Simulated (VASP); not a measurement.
# KH3 (I4/mcm) in VASP: notebook

The runs below take KH3 through single point, relaxation of cell and atoms, with PBE.

Program: VASP 6.6.1. These are calculated values, not measurements. Logs are shortened: lines on timing, memory, paths and dates and some standing lists are left out, and cuts for length are marked.

## Step 1: The cell of the first run

The structure is tetragonal, space group I4/mcm (No. 140). The conventional cell has a = 6.728 Å, b = 6.728 Å, c = 9.515 Å, α = 90.00°, β = 90.00°, γ = 90.00°. Within 3.1 Å of K (site symmetry 4/m) lie 6 H at 2.38 to 2.40 Å. H (site symmetry m2m) has 2 K at 2.40 Å within 3.2 Å. Within 3.1 Å of H (site symmetry 422) lie 2 K at 2.38 Å.

## Step 2: Single point, PBE

File INCAR:

```
SYSTEM = KH3
  ALGO = Normal
  EDIFF = 1E-6
  ENCUT = 520
  GGA = PE
  ISIF = 2
  ISMEAR = 0
  LASPH = .TRUE.
  LCHARG = .FALSE.
  LREAL = .FALSE.
  LWAVE = .FALSE.
  NBANDS = 22
  NELM = 80
  PREC = Accurate
  SIGMA = 0.1
```

File KPOINTS:

```
k-points
0
G
  4 4 4
  0 0 0
```

File POSCAR:

```
KH3
1.0
   -3.3639988700      3.3639988700      4.7574128300
    3.3639988700     -3.3639988700      4.7574128300
    3.3639988700      3.3639988700     -4.7574128300
K H
2 6
Direct
    0.5000000000      0.5000000000      0.0000000000
    0.0000000000      0.0000000000      0.0000000000
    0.2812172600      0.7812172600      0.0624345300
    0.7812172600      0.7187827400      0.5000000000
    0.7500000000      0.7500000000      0.0000000000
    0.7187827400      0.2187827400      0.9375654700
    0.2187827400      0.2812172600      0.5000000000
    0.2500000000      0.2500000000      0.0000000000
```

Potentials or basis: VASP PAW PBE potentials, release 64 (K_sv, H).

The run is started by

```console
$ cat potpaw_PBE.64/K_sv/POTCAR potpaw_PBE.64/H/POTCAR > POTCAR
$ mpirun -np 1 vasp_std > vasp.out
```

OUTCAR:

```text
SYSTEM = KH3
   EDIFF = 1E-6
   ENCUT = 520
   GGA = PE
   ISIF = 2
   ISMEAR = 0
   LASPH = .TRUE.
   LREAL = .FALSE.
   NELM = 80
   PREC = Accurate

 ion  position               nearest neighbor table
   1  0.500  0.500  0.000-
   2  0.000  0.000  0.000-
   3  0.281  0.781  0.062-
   4  0.781  0.719  0.500-
   5  0.750  0.750  0.000-
   6  0.719  0.219  0.938-
   7  0.219  0.281  0.500-
   8  0.250  0.250  0.000-

  LATTYP: Found a face centered cubic cell.
 ALAT       =     9.5148256558

  Lattice vectors:

 A1 = (   3.3639988700,  -3.3639988700,  -4.7574128300)
 A2 = (   3.3639988700,   3.3639988700,  -4.7574128300)
 A3 = (   6.7279977400,  -0.0000000000,   0.0000000000)

Analysis of symmetry for initial positions (statically):
=====================================================================
 Subroutine PRICEL returns:
 Original cell was already a primitive cell.

 Routine SETGRP: Setting up the symmetry group for a
 face centered cubic supercell.

 Subroutine GETGRP returns: Found 16 space group operations
 (whereof  8 operations were pure point group operations)
 out of a pool of 48 trial point group operations.

The static configuration has the point symmetry C_4h.
 The point group associated with its full space group is D_4h.

Analysis of symmetry for dynamics (positions and initial velocities):
=====================================================================
 Subroutine PRICEL returns:
 Original cell was already a primitive cell.

 Routine SETGRP: Setting up the symmetry group for a
 face centered cubic supercell.

 Subroutine GETGRP returns: Found 16 space group operations
 (whereof  8 operations were pure point group operations)
 out of a pool of 48 trial point group operations.

The dynamic configuration has the point symmetry C_4h.
 The point group associated with its full space group is D_4h.

 Subroutine INISYM returns: Found 16 space group operations
 (whereof  8 operations are pure point group operations),
 and found     1 'primitive' translations

----------------------------------------------------------------------------------------

                                     Primitive cell

  volume of cell :     215.3488

  direct lattice vectors                    reciprocal lattice vectors
    -3.363998870  3.363998870  4.757412830     0.000000000  0.148632630  0.105099141
     3.363998870 -3.363998870  4.757412830     0.148632630  0.000000000  0.105099141
     3.363998870  3.363998870 -4.757412830     0.148632630  0.148632630  0.000000000

  length of vectors
     6.727997743  6.727997743  6.727997743     0.182037051  0.182037051  0.210198281

  position of ions in fractional coordinates (direct lattice)
     0.500000000  0.500000000  0.000000000
     0.000000000  0.000000000  0.000000000
     0.281217260  0.781217260  0.062434530
     0.781217260  0.718782740  0.500000000
     0.750000000  0.750000000  0.000000000
     0.718782740  0.218782740  0.937565470
     0.218782740  0.281217260  0.500000000
     0.250000000  0.250000000  0.000000000

  ion indices of the primitive-cell ions
   primitive index   ion index
                 1           1
                 2           2
                 3           3
                 4           4
                 5           5
                 6           6
                 7           7
                 8           8

----------------------------------------------------------------------------------------

 KPOINTS: k-points

Automatic generation of k-mesh.
 Grid dimensions read from file:
 generate k-points for:    4    4    4

 Generating k-lattice:

  Cartesian coordinates                     Fractional coordinates (reciprocal lattice)
     0.000000000  0.037158158  0.026274785     0.250000000  0.000000000  0.000000000
     0.037158158  0.000000000  0.026274785     0.000000000  0.250000000  0.000000000
     0.037158158  0.037158158  0.000000000     0.000000000  0.000000000  0.250000000

  Length of vectors
     0.045509263  0.045509263  0.052549570

  Shift w.r.t. Gamma in fractional coordinates (k-lattice)
     0.000000000  0.000000000  0.000000000

 Subroutine IBZKPT returns following result:
 ===========================================

 Found     13 irreducible k-points:

 Following reciprocal coordinates:
            Coordinates               Weight
  0.000000  0.000000  0.000000      1.000000
  0.250000  0.000000  0.000000      8.000000
  0.500000  0.000000  0.000000      4.000000
  0.250000  0.250000  0.000000      8.000000
  0.250000 -0.250000  0.250000      4.000000
  0.500000  0.250000  0.000000     16.000000
  0.500000 -0.250000  0.250000      8.000000
 -0.250000  0.250000  0.000000      4.000000
 -0.250000 -0.250000  0.250000      2.000000
  0.500000  0.500000  0.000000      2.000000
  0.500000  0.500000  0.500000      1.000000
  0.250000  0.250000  0.250000      2.000000
  0.500000  0.500000  0.250000      4.000000
   k-points           NKPTS =     13   k-points in BZ     NKDIM =     13   number of bands    NBANDS=     22
   number of dos      NEDOS =    301   number of ions     NIONS =      8
   total plane-waves  NPLWV = 125000
   dimension x,y,z NGX =    50 NGY =   50 NGZ =   50
   dimension x,y,z NGXF=   100 NGYF=  100 NGZF=  100
   ions per type =               2   6
   NGX,Y,Z   is equivalent  to a cutoff of  12.35, 12.35, 12.35 a.u.
   NGXF,Y,Z  is equivalent  to a cutoff of  24.71, 24.71, 24.71 a.u.
 SYSTEM =  KH3
   PREC   = accura    normal or accurate (medium, high low for compatibility)
   ISTART =      0    job   : 0-new  1-cont  2-samecut
   ICHARG =      2    charge: 1-file 2-atom 10-const
   ISPIN  =      1    spin polarized calculation?
   LNONCOLLINEAR =      F non collinear calculations
   LSORBIT =      F    spin-orbit coupling
   LASPH  =      T    aspherical Exc in radial PAW
   ENCUT  =  520.0 eV  38.22 Ry    6.18 a.u.  12.51 12.51 12.51*2*pi/ulx,y,z
   NELM   =     80;   NELMIN=  2; NELMDL= -5     # of ELM steps
   EDIFF  = 0.1E-05   stopping-criterion for ELM
   LREAL  =      F    real-space projection
[... 7 lines left out ...]
   TEBEG  =    0.0;   TEEND  =   0.0 temperature during run
   PSTRESS=    0.0 pullay stress
   NELECT =      24.0000    total number of electrons
   NUPDOWN=      -1.0000    fix difference up-down
   EMIN   =  10.00;   EMAX   =-10.00  energy-range for DOS
   EFERMI =   0.00;   METHOD = LEGACY
   ISMEAR =     0;   SIGMA  =   0.10  broadening in eV -4-tet -1-fermi 0-gaus
   EFERMI_NEDOS =   21; number of points for ismear=-14 and -15
   IALGO  =     38    algorithm
   IMIX   =      4    mixing-type and parameters
     AMIX     =   0.40;   BMIX     =  1.00
     AMIX_MAG =   1.60;   BMIX_MAG =  1.00
  volume/ion in A,a.u.               =      26.92       181.66
  Fermi-wavevector in a.u.,A,eV,Ry     =   0.787827  1.488778  8.444755  0.620672
  Thomas-Fermi vector in A             =   1.892646
   LORBIT       =      0    0 simple, 1 ext, 2 COOP (PROOUT), +10 PAW based schemes
   GGA     = PE    functional components
   LHFCALC =     F    Hartree Fock is set to
   AEXX    =    0.0000 exact exchange contribution
   IVDW    =     0    specifies the selected vdW correction
   LEPSILON=     F    determine dielectric tensor
   LRPA    =     F    only Hartree local field effects (RPA)
 non-spin polarized calculation
 Gauss-broadening in eV      SIGMA  =   0.10
  energy-cutoff  :      520.00
  volume of cell :      215.35
 maximum number of plane-waves:      5822
   NGX = 25   NGY = 25   NGZ = 25

 number of electron      24.0000003 magnetization

 Free energy of the ion-electron system (eV)
  ---------------------------------------------------
  ext. energy  EPLUGINS =         0.00000000
  ---------------------------------------------------
  free energy    TOTEN  =       -10.98030374 eV

  energy without entropy =      -10.84010718  energy(sigma->0) =      -10.91020546

 E-fermi :  -4.1388     XC(G=0):  -5.1968

 val. band max:       -4.1432868311   @ k =   0.2500   0.2500   0.2500
 cond. band min:      -4.1356704818   @ k =   0.5000   0.5000   0.2500
 fundamental gap:      0.0076163493
 Fermi energy:        -4.1387990416

 k-point     1 :       0.0000    0.0000    0.0000
  band No.  band energies     occupation
      1     -32.2275      2.00000
      2     -32.2209      2.00000
      3     -15.8355      2.00000
      4     -15.8270      2.00000
      5     -15.8270      2.00000
      6     -15.7493      2.00000
[... 14 lines left out ...]
     21       4.3075      0.00000
     22       4.3086      0.00000

 k-point     2 :       0.2500    0.0000    0.0000
  band No.  band energies     occupation
      1     -32.2265      2.00000
      2     -32.2219      2.00000
      3     -15.8234      2.00000
      4     -15.8158      2.00000
      5     -15.8153      2.00000
      6     -15.7624      2.00000
[... 14 lines left out ...]
     21       4.2984      0.00000
     22       4.9567      0.00000

 k-point     3 :       0.5000    0.0000    0.0000
  band No.  band energies     occupation
      1     -32.2242      2.00000
      2     -32.2242      2.00000
      3     -15.7935      2.00000
      4     -15.7935      2.00000
      5     -15.7878      2.00000
      6     -15.7878      2.00000
[... 14 lines left out ...]
     21       5.1761      0.00000
     22       5.1761      0.00000
[... 201 lines left out ...]
 k-point    12 :       0.2500    0.2500    0.2500
  band No.  band energies     occupation
      1     -32.2242      2.00000
      2     -32.2242      2.00000
      3     -15.8339      2.00000
      4     -15.8339      2.00000
      5     -15.7934      2.00000
      6     -15.7934      2.00000
[... 14 lines left out ...]
     21       4.5228      0.00000
     22       4.5468      0.00000

 k-point    13 :       0.5000    0.5000    0.2500
  band No.  band energies     occupation
      1     -32.2243      2.00000
      2     -32.2241      2.00000
      3     -15.8421      2.00000
      4     -15.8337      2.00000
      5     -15.7874      2.00000
      6     -15.7872      2.00000
[... 14 lines left out ...]
     21       4.0694      0.00000
     22       4.5490      0.00000

------------------------ aborting loop because EDIFF is reached ----------------------------------------

  FORCE on cell =-STRESS in cart. coord.  units (eV):
  Direction    XX          YY          ZZ          XY          YZ          ZX
  --------------------------------------------------------------------------------------
  -------------------------------------------------------------------------------------
  Total        1.6543786      1.6543786      1.8971899      0.0000000      0.0000000     -0.0000000
  in kB       12.3084388     12.3084388     14.1149346      0.0000000      0.0000000     -0.0000000
  external PRESSURE =      12.9106041 kB  Pullay stress =       0.0000000 kB

 VOLUME and BASIS-vectors are now :
 -----------------------------------------------------------------------------
  energy-cutoff  :      520.00
  volume of cell :      215.35
      direct lattice vectors                 reciprocal lattice vectors
    -3.363998870  3.363998870  4.757412830     0.000000000  0.148632630  0.105099141
     3.363998870 -3.363998870  4.757412830     0.148632630  0.000000000  0.105099141
     3.363998870  3.363998870 -4.757412830     0.148632630  0.148632630  0.000000000

 POSITION                                       TOTAL-FORCE (eV/Angst)
 -----------------------------------------------------------------------------------
      0.00000      0.00000      4.75741        -0.000000      0.000000     -0.000000
      0.00000      0.00000      0.00000        -0.000000      0.000000     -0.000000
      1.89203     -1.47197      4.75741         0.062601      0.062601      0.000000
      1.47197      1.89203      4.75741        -0.062601      0.062601      0.000000
      0.00000      0.00000      7.13612        -0.000000     -0.000000     -0.000000
      1.47197      4.83597      0.00000        -0.062601     -0.062601     -0.000000
      1.89203      1.47197      0.00000         0.062601     -0.062601      0.000000
      0.00000      0.00000      2.37871        -0.000000     -0.000000     -0.000000
 -----------------------------------------------------------------------------------
    total drift:                               -0.000000      0.000000     -0.000000

  FREE ENERGIE OF THE ION-ELECTRON SYSTEM (eV)
  ---------------------------------------------------
  free  energy   TOTEN  =       -10.9803037417 eV

  energy  without entropy=      -10.8401071830  energy(sigma->0) =      -10.91020546
```

It took 38 s on 1 thread of Intel Xeon 6975P-C (Granite Rapids), shared host; peak memory 0.35 GiB.

What came out:

| Item | Value |
| --- | --- |
| Free energy | -10.9803 eV |
| Pressure | 1.3 GPa |
| Largest force | 0.089 eV/Å |
| Band gap on the k mesh | zero (band 12 reaches -3.94 eV, above the bottom of band 13 at -4.14 eV) |

Forces on the atoms (eV/Å):
```
K    0.000  0.000  0.000
K    0.000  0.000  0.000
H    0.063  0.063  0.000
H   -0.063  0.063  0.000
H    0.000  0.000  0.000
H   -0.063 -0.063  0.000
H    0.063 -0.063  0.000
H    0.000  0.000  0.000
```

Stress tensor (GPa, compression positive):
```
1.23 0.00 0.00
0.00 1.23 0.00
0.00 0.00 1.41
```

(Continued in part 2 of 3.)
